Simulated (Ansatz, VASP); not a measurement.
## One calculation of Ru, two programs

```
CELL_PARAMETERS angstrom
0.00000 2.72699 2.72699
2.72699 0.00000 2.72699
2.72699 2.72699 0.00000
ATOMIC_POSITIONS crystal
Ru 0.00000 0.00000 0.00000
Ru 0.25000 0.25000 0.27074
```

Alike in both runs: task single point; functional PBE; k mesh 10 × 10 × 10; occupations fermi-dirac, width 0.03 eV; no spin polarisation.

|  | VASP | Ansatz |
| --- | --- | --- |
| version | VASP 6.6.1 | Ansatz 0.2.0 |
| potentials or method | VASP PAW PBE potentials, release 64 (Ru_pv), cutoff 520 eV | all-electron LAPW, scalar-relativistic |

|  | VASP | Ansatz | Ansatz less VASP |
| --- | --- | --- | --- |
| pressure (GPa) | 0.7 | 0.4 | -0.26 |
| traceless stress, the component that is largest in VASP (GPa) | -3.02 | -2.86 | +0.163 |
| rms of the force components (eV/Å) | 0.608 | 0.584 | -0.0233 |

Atom by atom the forces differ by 0.024 eV/Å (rms over components). Ansatz ran all-electron here, and VASP with PAW potentials.
